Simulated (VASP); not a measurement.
# FeO (P4_2/mmc) in VASP: notebook

The runs below take FeO through single point, with LDA+U.

All numbers are computed with VASP 6.6.1; they aren't measurements. Logs are shortened: lines on timing, memory, paths and dates and some standing lists are left out, and cuts for length are marked.

**1. The cell of the first run**

It takes space group P4_2/mmc (No. 131, tetragonal). The conventional cell has a = 3.502 Å, b = 3.502 Å, c = 4.360 Å, α = 90.00°, β = 90.00°, γ = 90.00°. Within 2.7 Å of Fe (site symmetry mmm) lie 4 O at 2.06 Å. Within 2.7 Å of O (site symmetry -4m2) lie 4 Fe at 2.06 Å and 2 O at 2.18 Å.

**2. Single point, LDA+U, collinear spin, antiferromagnetic start**

The input, INCAR:

```
SYSTEM = FeO
PREC = Accurate
ENCUT = 520
EDIFF = 1E-6
ISMEAR = 0
SIGMA = 0.05
LREAL = .FALSE.
LASPH = .TRUE.
NELM = 150
ALGO = Normal
ISIF = 2
LWAVE = .FALSE.
LCHARG = .TRUE.
ISPIN = 2
MAGMOM = 3.57 -3.57 0 0
LORBIT = 11
LMAXMIX = 4
LDAU = .TRUE.
LDAUTYPE = 2
LDAUL = 2 -1
LDAUU = 3 0
LDAUJ = 0 0
LDAUPRINT = 1
LELF = .TRUE.
LVHAR = .TRUE.
NBANDS = 26
```

The input, KPOINTS:

```
regular mesh
0
G
  5 5 5
  0 0 0
```

The input, POSCAR:

```
FeO
1.0
    3.5023808100      0.0000000000      0.0000000000
    0.0000000000      3.5023808100      0.0000000000
    0.0000000000      0.0000000000      4.3604723100
Fe O
2 2
Direct
    0.0000000000      0.5000000000      0.0000000000
    0.5000000000      0.0000000000      0.5000000000
    0.0000000000      0.0000000000      0.2500000000
    0.0000000000      0.0000000000      0.7500000000
```

Potentials or basis: VASP PAW LDA potentials, release 64 (Fe, O).

Started as:

```
$ cat potpaw_LDA.64/Fe/POTCAR potpaw_LDA.64/O/POTCAR > POTCAR
$ mpirun -np 1 vasp_std > vasp.out
```

OUTCAR:

```text
SYSTEM = FeO
   PREC = Accurate
   ENCUT = 520
   EDIFF = 1E-6
   ISMEAR = 0
   LREAL = .FALSE.
   LASPH = .TRUE.
   NELM = 150
   ISIF = 2
   ISPIN = 2
   LORBIT = 11

 ion  position               nearest neighbor table
   1  0.000  0.500  0.000-   3 2.06   4 2.06   3 2.06   4 2.06
   2  0.500  0.000  0.500-   3 2.06   4 2.06   3 2.06   4 2.06
   3  0.000  0.000  0.250-   1 2.06   2 2.06   1 2.06   2 2.06
   4  0.000  0.000  0.750-   1 2.06   2 2.06   1 2.06   2 2.06

  LATTYP: Found a simple tetragonal cell.
 ALAT       =     3.5023808100
 C/A-ratio  =     1.2450023417

  Lattice vectors:

 A1 = (   3.5023808100,   0.0000000000,   0.0000000000)
 A2 = (   0.0000000000,   3.5023808100,   0.0000000000)
 A3 = (   0.0000000000,   0.0000000000,   4.3604723100)

Analysis of symmetry for initial positions (statically):
=====================================================================
 Subroutine PRICEL returns:
 Original cell was already a primitive cell.

 Routine SETGRP: Setting up the symmetry group for a
 simple tetragonal supercell.

 Subroutine GETGRP returns: Found 16 space group operations
 (whereof  8 operations were pure point group operations)
 out of a pool of 16 trial point group operations.

The static configuration has the point symmetry D_2h.
 The point group associated with its full space group is D_4h.

Analysis of symmetry for dynamics (positions and initial velocities):
=====================================================================
 Subroutine PRICEL returns:
 Original cell was already a primitive cell.

 Routine SETGRP: Setting up the symmetry group for a
 simple tetragonal supercell.

 Subroutine GETGRP returns: Found 16 space group operations
 (whereof  8 operations were pure point group operations)
 out of a pool of 16 trial point group operations.

The dynamic configuration has the point symmetry D_2h.
 The point group associated with its full space group is D_4h.

Analysis of structural, dynamic, and magnetic symmetry:
=====================================================================
 Subroutine PRICEL returns:
 Original cell was already a primitive cell.

 Routine SETGRP: Setting up the symmetry group for a
 simple tetragonal supercell.

 Subroutine GETGRP returns: Found 16 space group operations
 (whereof  8 operations were pure point group operations)
 out of a pool of 16 trial point group operations.

The overall configuration has the point symmetry D_2h.
 The point group associated with its full space group is D_4h.

 Subroutine INISYM returns: Found 16 space group operations
 (whereof  8 operations are pure point group operations),
 and found     1 'primitive' translations

----------------------------------------------------------------------------------------

                                     Primitive cell

  volume of cell :      53.4885

  direct lattice vectors                    reciprocal lattice vectors
     3.502380810  0.000000000  0.000000000     0.285520066  0.000000000  0.000000000
     0.000000000  3.502380810  0.000000000     0.000000000  0.285520066  0.000000000
     0.000000000  0.000000000  4.360472310     0.000000000  0.000000000  0.229332955

  length of vectors
     3.502380810  3.502380810  4.360472310     0.285520066  0.285520066  0.229332955

  position of ions in fractional coordinates (direct lattice)
     0.000000000  0.500000000  0.000000000
     0.500000000  0.000000000  0.500000000
     0.000000000  0.000000000  0.250000000
[... 142 lines left out ...]
  o =  0.0785  v =  0.0000  0.0000  0.0000  0.0000  0.0000  0.0000  0.0000  0.0000 -1.0000  0.0000      0.0000  0.0000  0.0000  0.0000  0.0000  0.0000  0.0000  0.0000  0.0000  0.0000
  o =  0.2617  v =  0.0000  0.0000  0.0000  0.0000  0.0000  0.0000 -1.0000  0.0000  0.0000  0.0000      0.0000  0.0000  0.0000  0.0000  0.0000  0.0000  0.0000  0.0000  0.0000  0.0000
  o =  0.8162  v =  0.0000  0.0000  0.0000  0.0000  0.0000  0.0000 -0.0000  0.4787  0.0000 -0.8780      0.0000  0.0000  0.0000  0.0000  0.0000  0.0000  0.0000  0.0000  0.0000  0.0000
  o =  0.9063  v =  0.0000  0.0000  0.1980  0.0000 -0.9802  0.0000  0.0000  0.0000  0.0000  0.0000      0.0000  0.0000  0.0000  0.0000  0.0000  0.0000  0.0000  0.0000  0.0000  0.0000
  o =  0.9506  v =  0.0000  0.0000  0.0000 -1.0000  0.0000  0.0000  0.0000  0.0000  0.0000  0.0000      0.0000  0.0000  0.0000  0.0000  0.0000  0.0000  0.0000  0.0000  0.0000  0.0000
  o =  0.9577  v =  1.0000  0.0000  0.0000  0.0000  0.0000  0.0000  0.0000  0.0000  0.0000  0.0000      0.0000  0.0000  0.0000  0.0000  0.0000  0.0000  0.0000  0.0000  0.0000  0.0000
  o =  0.9585  v =  0.0000 -0.0000 -0.9802 -0.0000 -0.1980  0.0000  0.0000  0.0000  0.0000  0.0000      0.0000  0.0000  0.0000  0.0000  0.0000  0.0000  0.0000  0.0000  0.0000  0.0000
  o =  1.0068  v =  0.0000  1.0000 -0.0000  0.0000  0.0000  0.0000  0.0000  0.0000  0.0000  0.0000      0.0000  0.0000  0.0000  0.0000  0.0000  0.0000  0.0000  0.0000  0.0000  0.0000

atom =   2  type =  1  l = 2

 onsite density matrix

spin component  1

  0.0495  0.0000 -0.0000  0.0000  0.0000
  0.0000  0.0785  0.0000  0.0000  0.0000
 -0.0000  0.0000  0.2455  0.0000  0.3112
  0.0000  0.0000  0.0000  0.2617  0.0000
  0.0000  0.0000  0.3112  0.0000  0.6465

spin component  2

  0.9577  0.0000  0.0000  0.0000  0.0000
  0.0000  0.9506  0.0000 -0.0000  0.0000
  0.0000  0.0000  0.9565  0.0000 -0.0101
  0.0000 -0.0000  0.0000  1.0068  0.0000
  0.0000  0.0000 -0.0101  0.0000  0.9083

 occupancies and eigenvectors

  o =  0.0495  v =  1.0000  0.0000  0.0000  0.0000  0.0000  0.0000  0.0000  0.0000  0.0000  0.0000      0.0000  0.0000  0.0000  0.0000  0.0000  0.0000  0.0000  0.0000  0.0000  0.0000
  o =  0.0758  v =  0.0000 -0.0000  0.8780  0.0000 -0.4787  0.0000  0.0000  0.0000  0.0000  0.0000      0.0000  0.0000  0.0000  0.0000  0.0000  0.0000  0.0000  0.0000  0.0000  0.0000
  o =  0.0785  v =  0.0000 -1.0000 -0.0000  0.0000  0.0000  0.0000  0.0000  0.0000  0.0000  0.0000      0.0000  0.0000  0.0000  0.0000  0.0000  0.0000  0.0000  0.0000  0.0000  0.0000
  o =  0.2617  v =  0.0000  0.0000  0.0000  1.0000  0.0000  0.0000  0.0000  0.0000  0.0000  0.0000      0.0000  0.0000  0.0000  0.0000  0.0000  0.0000  0.0000  0.0000  0.0000  0.0000
  o =  0.8162  v =  0.0000  0.0000  0.4787  0.0000  0.8780  0.0000  0.0000  0.0000  0.0000  0.0000      0.0000  0.0000  0.0000  0.0000  0.0000  0.0000  0.0000  0.0000  0.0000  0.0000
  o =  0.9063  v =  0.0000  0.0000  0.0000  0.0000  0.0000  0.0000  0.0000  0.1980  0.0000  0.9802      0.0000  0.0000  0.0000  0.0000  0.0000  0.0000  0.0000  0.0000  0.0000  0.0000
  o =  0.9506  v =  0.0000  0.0000  0.0000  0.0000  0.0000  0.0000  1.0000  0.0000 -0.0000 -0.0000      0.0000  0.0000  0.0000  0.0000  0.0000  0.0000  0.0000  0.0000  0.0000  0.0000
  o =  0.9577  v =  0.0000  0.0000  0.0000  0.0000  0.0000  1.0000  0.0000  0.0000  0.0000  0.0000      0.0000  0.0000  0.0000  0.0000  0.0000  0.0000  0.0000  0.0000  0.0000  0.0000
  o =  0.9585  v =  0.0000  0.0000  0.0000  0.0000  0.0000  0.0000  0.0000 -0.9802  0.0000  0.1980      0.0000  0.0000  0.0000  0.0000  0.0000  0.0000  0.0000  0.0000  0.0000  0.0000
  o =  1.0068  v =  0.0000  0.0000  0.0000  0.0000  0.0000  0.0000  0.0000  0.0000  1.0000 -0.0000      0.0000  0.0000  0.0000  0.0000  0.0000  0.0000  0.0000  0.0000  0.0000  0.0000

 number of electron      27.9999995 magnetization      -0.0000000

 Free energy of the ion-electron system (eV)
  ---------------------------------------------------
  ext. energy  EPLUGINS =         0.00000000
  ---------------------------------------------------
  free energy    TOTEN  =       -27.41217095 eV

  energy without entropy =      -27.41015864  energy(sigma->0) =      -27.41116480

 E-fermi :   3.5700     XC(G=0): -10.8734

 val. band max:        3.5686883980   @ k =   0.2000   0.2000   0.0000
 cond. band min:       3.5817030333   @ k =   0.0000   0.0000   0.0000
 fundamental gap:      0.0130146353
 Fermi energy:         3.5699908325

 spin component 1

 k-point     1 :       0.0000    0.0000    0.0000
  band No.  band energies     occupation
      1     -16.3697      1.00000
      2     -13.7117      1.00000
      3      -4.7665      1.00000
      4      -3.6005      1.00000
      5      -2.1349      1.00000
      6      -1.4960      1.00000
[... 511 lines left out ...]
     25      17.9203      0.00000
     26      18.3419      0.00000
 Fermi energy:         3.5699908325

 spin component 2

 k-point     1 :       0.0000    0.0000    0.0000
  band No.  band energies     occupation
      1     -16.3697      1.00000
      2     -13.7117      1.00000
      3      -4.7665      1.00000
      4      -3.6005      1.00000
      5      -2.1349      1.00000
      6      -1.4960      1.00000
[... 511 lines left out ...]
     25      17.9203      0.00000
     26      18.3419      0.00000

------------------------ aborting loop because EDIFF is reached ----------------------------------------

  FORCE on cell =-STRESS in cart. coord.  units (eV):
  Direction    XX          YY          ZZ          XY          YZ          ZX
  --------------------------------------------------------------------------------------
  -------------------------------------------------------------------------------------
  Total       -9.5745185     -9.5745185      7.6747058      0.0000000      0.0000000      0.0000000
  in kB     -286.7921532   -286.7921532    229.8857522      0.0000000      0.0000000      0.0000000
  external PRESSURE =    -114.5661847 kB  Pullay stress =       0.0000000 kB

 VOLUME and BASIS-vectors are now :
 -----------------------------------------------------------------------------
  energy-cutoff  :      520.00
  volume of cell :       53.49
      direct lattice vectors                 reciprocal lattice vectors
     3.502380810  0.000000000  0.000000000     0.285520066  0.000000000  0.000000000
     0.000000000  3.502380810  0.000000000     0.000000000  0.285520066  0.000000000
     0.000000000  0.000000000  4.360472310     0.000000000  0.000000000  0.229332955

 POSITION                                       TOTAL-FORCE (eV/Angst)
 -----------------------------------------------------------------------------------
      0.00000      1.75119      0.00000         0.000000      0.000000      0.000000
      1.75119      0.00000      2.18024         0.000000      0.000000      0.000000
      0.00000      0.00000      1.09012        -0.000000      0.000000     -0.000000
      0.00000      0.00000      3.27035         0.000000      0.000000      0.000000
 -----------------------------------------------------------------------------------
    total drift:                               -0.000000      0.000000      0.000000

  FREE ENERGIE OF THE ION-ELECTRON SYSTEM (eV)
  ---------------------------------------------------
  free  energy   TOTEN  =       -27.4121709535 eV

  energy  without entropy=      -27.4101586381  energy(sigma->0) =      -27.41116480

 total charge

# of ion       s       p       d       tot
------------------------------------------
    1        0.341   0.350   6.041   6.731
    2        0.341   0.350   6.041   6.731
    3        1.566   3.377   0.000   4.943
    4        1.566   3.377   0.000   4.943
--------------------------------------------------
tot          3.814   7.454  12.081  23.349

 magnetization (x)

# of ion       s       p       d       tot
------------------------------------------
    1        0.016   0.023   3.495   3.535
    2       -0.016  -0.023  -3.495  -3.535
    3        0.000   0.000   0.000   0.000
    4        0.000   0.000   0.000   0.000
--------------------------------------------------
tot          0.000  -0.000   0.000  -0.000
```

It took 31 s on 1 thread of Intel Xeon 6975P-C (Granite Rapids), shared host; peak memory 0.17 GiB.

What came out:

| Item | Value |
| --- | --- |
| Free energy | -27.4122 eV |
| Pressure | -11.5 GPa |
| Band gap on the k mesh | zero (filled and empty bands overlap) |
| Net moment | 0.00 μB per cell |
| Site moments | Fe +3.54, -3.54; O +0.00 μB |
| Valence electrons inside the program's atomic spheres | Fe 6.73; O 4.94 |

Levels at points of the mesh, in eV from the Fermi level:
Spin up:
```
           k point  band 11  band 12  band 13  band 14  band 15  band 16  band 17  band 18
(0.00, 0.00, 0.00)    -3.94    -2.35    -0.93    -0.30     0.01     1.07     1.36     1.73
```
Spin down:
| k point | band 12 | band 13 | band 14 | band 15 | band 16 | band 17 |
| --- | --- | --- | --- | --- | --- | --- |
| (0.00, 0.00, 0.00) | -2.35 | -0.93 | -0.30 | 0.01 | 1.07 | 1.36 |

Eigenvalues of the final occupation matrices:
| site | spin | trace | eigenvalues |
| --- | --- | --- | --- |
| site 1 d | 1 | 4.78 | 0.91 0.95 0.96 0.96 1.01 |
| site 1 d | 2 | 1.28 | 0.05 0.08 0.08 0.26 0.82 |
| site 2 d | 1 | 1.28 | 0.05 0.08 0.08 0.26 0.82 |
| site 2 d | 2 | 4.78 | 0.91 0.95 0.96 0.96 1.01 |

The state reached can hang on the start; a lower one may exist.

**3. Single point, LDA+U, collinear spin, ferromagnetic start**

The input, INCAR:

```
SYSTEM = FeO
PREC = Accurate ; ENCUT = 600
EDIFF = 1E-6 ; ISMEAR = 0
SIGMA = 0.05 ; LREAL = .FALSE.
LASPH = .TRUE. ; NELM = 200
ALGO = Normal ; ISIF = 2
LWAVE = .FALSE. ; LCHARG = .FALSE.
ISPIN = 2 ; MAGMOM = 3.62 3.62 0.17 0.17
LORBIT = 11 ; LMAXMIX = 4
LDAU = .TRUE. ; LDAUTYPE = 2
LDAUL = 2 -1 ; LDAUU = 3 0
LDAUJ = 0 0 ; LDAUPRINT = 1
NBANDS = 34 ; GGA_COMPAT = .FALSE.
```

KPOINTS is that of step 2.

POSCAR is that of step 2.

Potentials or basis: VASP PAW LDA potentials, release 64 (Fe_sv, O).

Started as:

```
$ cat potpaw_LDA.64/Fe_sv/POTCAR potpaw_LDA.64/O/POTCAR > POTCAR
$ mpirun -np 1 vasp_std > vasp.out
```

It took 41 s on 1 thread of Intel Xeon 6975P-C (Granite Rapids), shared host; peak memory 0.19 GiB.

It converged, with:

```
Free energy                                           : -26.8260 eV
Pressure                                              : -15.1 GPa
Net moment                                            : 7.56 μB per cell
Site moments                                          : Fe +3.50; O +0.14 μB
Valence electrons inside the program's atomic spheres : Fe 13.56; O 4.94
```

Stress tensor (GPa, compression positive):
```
-29.92   0.00   0.00
  0.00 -29.92   0.00
  0.00   0.00  14.45
```

Levels at points of the mesh, in eV from the Fermi level:
Spin up:
```tsv
k point	band 23	band 24	band 25	band 26	band 27	band 28	band 29	band 30
(0.00, 0.00, 0.00)	-2.79	-0.56	-0.34	-0.34	0.00	4.81	6.91	8.12
```
Spin down:
| k point | band 15 | band 16 | band 17 | band 18 | band 19 | band 20 | band 21 | band 22 |
| --- | --- | --- | --- | --- | --- | --- | --- | --- |
| (0.00, 0.00, 0.00) | -4.63 | -3.29 | -0.67 | 0.02 | 0.02 | 0.23 | 0.60 | 0.96 |

Eigenvalues of the final occupation matrices:
| site | spin | trace | eigenvalues |
| --- | --- | --- | --- |
| site 1 d | 1 | 4.47 | 0.85 0.89 0.90 0.90 0.92 |
| site 1 d | 2 | 0.99 | 0.05 0.05 0.17 0.31 0.42 |
| site 2 d | 1 | 4.47 | 0.85 0.89 0.90 0.90 0.92 |
| site 2 d | 2 | 0.99 | 0.05 0.05 0.17 0.31 0.42 |

Caveat: only a ferromagnetic start was run, and an antiferromagnetic order may lie lower in energy. The state reached can hang on the start; a lower one may exist.
